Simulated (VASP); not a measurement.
# PbSe (Pm-3m) in VASP: notebook, part 2 of 3

VASP 6.6.1.

### 4 Single point, r2SCAN

Contents of POSCAR:

```
PbSe
1.0
    3.7843220000      0.0000000000      0.0000000000
    0.0000000000      3.7843220000      0.0000000000
    0.0000000000      0.0000000000      3.7843220000
Pb Se
1 1
Direct
    0.0000000000      0.0000000000      0.0000000000
    0.5000000000      0.5000000000      0.5000000000
```

Contents of INCAR.step1:

```
SYSTEM = PbSe
  PREC = Accurate
  ENCUT = 550
  ISMEAR = -1
  SIGMA = 0.05
  LREAL = .False.
  LASPH = .True.
  NELM = 120
  NBANDS = 17
  GGA = PE
  ALGO = Normal
  EDIFF = 1E-5
  LWAVE = .True.
  LCHARG = .False.
  GGA_COMPAT = .False.
```

Contents of INCAR.step2:

```
SYSTEM = PbSe
  PREC = Accurate
  ENCUT = 550
  EDIFF = 1E-6
  ISMEAR = -1
  SIGMA = 0.05
  LREAL = .False.
  LASPH = .True.
  NELM = 120
  ALGO = Normal
  ISIF = 2
  LWAVE = .False.
  LCHARG = .False.
  METAGGA = R2SCAN
  LMIXTAU = .True.
  NBANDS = 17
  ISTART = 1
  GGA_COMPAT = .False.
```

Contents of KPOINTS:

```
Automatic mesh
0
Gamma
  5 5 5
  0 0 0
```

Potentials or basis: VASP PAW PBE potentials, release 64 (Pb_d, Se).

Started as:

```bash
$ cat potpaw_PBE.64/Pb_d/POTCAR potpaw_PBE.64/Se/POTCAR > POTCAR
$ cp INCAR.step1 INCAR
$ mpirun -np 1 vasp_std > vasp.out
$ cp INCAR.step2 INCAR
$ mpirun -np 1 vasp_std > vasp.out
```

OUTCAR:

```text
SYSTEM = PbSe
   PREC = Accurate
   ENCUT = 550
   EDIFF = 1E-6
   ISMEAR = -1
   LREAL = .False.
   LASPH = .True.
   NELM = 120
   ISIF = 2
   METAGGA = R2SCAN
   ISTART = 1

 ion  position               nearest neighbor table
   1  0.000  0.000  0.000-   2 3.28   2 3.28   2 3.28   2 3.28   2 3.28   2 3.28   2 3.28   2 3.28

   2  0.500  0.500  0.500-   1 3.28   1 3.28   1 3.28   1 3.28   1 3.28   1 3.28   1 3.28   1 3.28

  LATTYP: Found a simple cubic cell.
 ALAT       =     3.7843220000

  Lattice vectors:

 A1 = (   3.7843220000,   0.0000000000,   0.0000000000)
 A2 = (   0.0000000000,   3.7843220000,   0.0000000000)
 A3 = (   0.0000000000,   0.0000000000,   3.7843220000)

Analysis of symmetry for initial positions (statically):
=====================================================================
 Subroutine PRICEL returns:
 Original cell was already a primitive cell.

 Routine SETGRP: Setting up the symmetry group for a
 simple cubic supercell.

 Subroutine GETGRP returns: Found 48 space group operations
 (whereof 48 operations were pure point group operations)
 out of a pool of 48 trial point group operations.

The static configuration has the point symmetry O_h .

Analysis of symmetry for dynamics (positions and initial velocities):
=====================================================================
 Subroutine PRICEL returns:
 Original cell was already a primitive cell.

 Routine SETGRP: Setting up the symmetry group for a
 simple cubic supercell.

 Subroutine GETGRP returns: Found 48 space group operations
 (whereof 48 operations were pure point group operations)
 out of a pool of 48 trial point group operations.

The dynamic configuration has the point symmetry O_h .

 Subroutine INISYM returns: Found 48 space group operations
 (whereof 48 operations are pure point group operations),
 and found     1 'primitive' translations

----------------------------------------------------------------------------------------

                                     Primitive cell

  volume of cell :      54.1956

  direct lattice vectors                    reciprocal lattice vectors
     3.784322000  0.000000000  0.000000000     0.264248127  0.000000000  0.000000000
     0.000000000  3.784322000  0.000000000     0.000000000  0.264248127  0.000000000
     0.000000000  0.000000000  3.784322000     0.000000000  0.000000000  0.264248127

  length of vectors
     3.784322000  3.784322000  3.784322000     0.264248127  0.264248127  0.264248127

  position of ions in fractional coordinates (direct lattice)
     0.000000000  0.000000000  0.000000000
     0.500000000  0.500000000  0.500000000

  ion indices of the primitive-cell ions
   primitive index   ion index
                 1           1
                 2           2

----------------------------------------------------------------------------------------

 KPOINTS: Automatic mesh

Automatic generation of k-mesh.
 Grid dimensions read from file:
 generate k-points for:    5    5    5

 Generating k-lattice:

  Cartesian coordinates                     Fractional coordinates (reciprocal lattice)
     0.052849625  0.000000000  0.000000000     0.200000000  0.000000000  0.000000000
     0.000000000  0.052849625  0.000000000     0.000000000  0.200000000  0.000000000
     0.000000000  0.000000000  0.052849625     0.000000000  0.000000000  0.200000000

  Length of vectors
     0.052849625  0.052849625  0.052849625

  Shift w.r.t. Gamma in fractional coordinates (k-lattice)
     0.000000000  0.000000000  0.000000000

 Subroutine IBZKPT returns following result:
 ===========================================

 Found     10 irreducible k-points:

 Following reciprocal coordinates:
            Coordinates               Weight
  0.000000  0.000000  0.000000      1.000000
  0.200000  0.000000  0.000000      6.000000
  0.400000  0.000000  0.000000      6.000000
  0.200000  0.200000  0.000000     12.000000
  0.400000  0.200000  0.000000     24.000000
  0.400000  0.400000  0.000000     12.000000
  0.200000  0.200000  0.200000      8.000000
  0.400000  0.200000  0.200000     24.000000
  0.400000  0.400000  0.200000     24.000000
  0.400000  0.400000  0.400000      8.000000
   k-points           NKPTS =     10   k-points in BZ     NKDIM =     10   number of bands    NBANDS=     17
   number of dos      NEDOS =    301   number of ions     NIONS =      2
   total plane-waves  NPLWV =  27000
   dimension x,y,z NGX =    30 NGY =   30 NGZ =   30
   dimension x,y,z NGXF=    60 NGYF=   60 NGZF=   60
   ions per type =               1   1
   NGX,Y,Z   is equivalent  to a cutoff of  13.18, 13.18, 13.18 a.u.
   NGXF,Y,Z  is equivalent  to a cutoff of  26.36, 26.36, 26.36 a.u.
 SYSTEM =  PbSe
   PREC   = accura    normal or accurate (medium, high low for compatibility)
   ISTART =      1    job   : 0-new  1-cont  2-samecut
   ICHARG =      0    charge: 1-file 2-atom 10-const
   ISPIN  =      1    spin polarized calculation?
   LNONCOLLINEAR =      F non collinear calculations
   LSORBIT =      F    spin-orbit coupling
   LASPH  =      T    aspherical Exc in radial PAW
   ENCUT  =  550.0 eV  40.42 Ry    6.36 a.u.   7.24  7.24  7.24*2*pi/ulx,y,z
   NELM   =    120;   NELMIN=  2; NELMDL=  0     # of ELM steps
   EDIFF  = 0.1E-05   stopping-criterion for ELM
   LREAL  =      F    real-space projection
[... 7 lines left out ...]
   TEBEG  =    0.0;   TEEND  =   0.0 temperature during run
   PSTRESS=    0.0 pullay stress
   NELECT =      20.0000    total number of electrons
   NUPDOWN=      -1.0000    fix difference up-down
   EMIN   =  10.00;   EMAX   =-10.00  energy-range for DOS
   EFERMI =   0.00;   METHOD = LEGACY
   ISMEAR =    -1;   SIGMA  =   0.05  broadening in eV -4-tet -1-fermi 0-gaus
   EFERMI_NEDOS =   21; number of points for ismear=-14 and -15
   IALGO  =     38    algorithm
   IMIX   =      4    mixing-type and parameters
     AMIX     =   0.40;   BMIX     =  1.00
     AMIX_MAG =   1.60;   BMIX_MAG =  1.00
  volume/ion in A,a.u.               =      27.10       182.87
  Fermi-wavevector in a.u.,A,eV,Ry     =   1.174258  2.219025 18.760817  1.378881
  Thomas-Fermi vector in A             =   2.310658
   LORBIT       =      0    0 simple, 1 ext, 2 COOP (PROOUT), +10 PAW based schemes
   METAGGA = R2SCAN    functional components
   LHFCALC =     F    Hartree Fock is set to
   AEXX    =    0.0000 exact exchange contribution
   IVDW    =     0    specifies the selected vdW correction
   LEPSILON=     F    determine dielectric tensor
   LRPA    =     F    only Hartree local field effects (RPA)
 non-spin polarized calculation
  energy-cutoff  :      550.00
  volume of cell :       54.20
 maximum number of plane-waves:      1595
 NGX is ok and might be reduce to    30
   NGX = 15   NGY = 15   NGZ = 15

 number of electron      20.0000001 magnetization

 Free energy of the ion-electron system (eV)
  ---------------------------------------------------
  ext. energy  EPLUGINS =         0.00000000
  ---------------------------------------------------
  free energy    TOTEN  =       -71.40159727 eV

  energy without entropy =      -71.40028528  energy(sigma->0) =      -71.40094128

 E-fermi :   5.3380     XC(G=0): -10.4490

 val. band max:        5.0932277092   @ k =   0.4000   0.4000   0.0000
 cond. band min:       5.5753121094   @ k =   0.4000   0.4000   0.4000
 fundamental gap:      0.4820844002
 Fermi energy:         5.3379767384

 k-point     1 :       0.0000    0.0000    0.0000
  band No.  band energies     occupation
      1     -12.4867      2.00000
      2     -12.4867      2.00000
      3     -12.3341      2.00000
      4     -12.3341      2.00000
      5     -12.3341      2.00000
      6      -8.4697      2.00000
[... 9 lines left out ...]
     16      17.3597      0.00000
     17      18.5659      0.00000

 k-point     2 :       0.2000    0.0000    0.0000
  band No.  band energies     occupation
      1     -12.4845      2.00000
      2     -12.4472      2.00000
      3     -12.3488      2.00000
      4     -12.3488      2.00000
      5     -12.3327      2.00000
      6      -8.1733      2.00000
[... 9 lines left out ...]
     16      17.0625      0.00000
     17      18.0376      0.00000
[... 141 lines left out ...]
 k-point    10 :       0.4000    0.4000    0.4000
  band No.  band energies     occupation
      1     -12.4225      2.00000
      2     -12.4143      2.00000
      3     -12.4143      2.00000
      4     -12.3169      2.00000
      5     -12.3169      2.00000
      6      -6.5387      2.00000
[... 9 lines left out ...]
     16      18.5438      0.00000
     17      22.1363      0.00000

------------------------ aborting loop because EDIFF is reached ----------------------------------------

  FORCE on cell =-STRESS in cart. coord.  units (eV):
  Direction    XX          YY          ZZ          XY          YZ          ZX
  --------------------------------------------------------------------------------------
  -------------------------------------------------------------------------------------
  Total       -0.1914896     -0.1914896     -0.1914896      0.0000000     -0.0000000     -0.0000000
  in kB       -5.6609788     -5.6609788     -5.6609788      0.0000000     -0.0000000     -0.0000000
  external PRESSURE =      -5.6609788 kB  Pullay stress =       0.0000000 kB

 VOLUME and BASIS-vectors are now :
 -----------------------------------------------------------------------------
  energy-cutoff  :      550.00
  volume of cell :       54.20
      direct lattice vectors                 reciprocal lattice vectors
     3.784322000  0.000000000  0.000000000     0.264248127  0.000000000  0.000000000
     0.000000000  3.784322000  0.000000000     0.000000000  0.264248127  0.000000000
     0.000000000  0.000000000  3.784322000     0.000000000  0.000000000  0.264248127

 POSITION                                       TOTAL-FORCE (eV/Angst)
 -----------------------------------------------------------------------------------
      0.00000      0.00000      0.00000         0.000000      0.000000      0.000000
      1.89216      1.89216      1.89216         0.000000      0.000000      0.000000
 -----------------------------------------------------------------------------------
    total drift:                                0.000000     -0.000000     -0.000000

  FREE ENERGIE OF THE ION-ELECTRON SYSTEM (eV)
  ---------------------------------------------------
  free  energy   TOTEN  =       -71.4015972682 eV

  energy  without entropy=      -71.4002852843  energy(sigma->0) =      -71.40094128
```

It took 34 s on 1 thread of Intel Xeon 6975P-C (Granite Rapids), shared host; peak memory 0.17 GiB.

What came out:

```yaml
Free_energy: -71.4016 eV
Pressure: -0.6 GPa
Band_gap_on_the_k_mesh: 0.48 eV (least direct gap 1.71 eV)
```

Caveat: the PAW data sets were made with another functional, which shifts forces and pressure a little; spin-orbit coupling is left out, which moves the levels of the heavy elements; an odd mesh through Γ misses points on the zone boundary, where band edges can lie.

(Continued in part 3 of 3.)
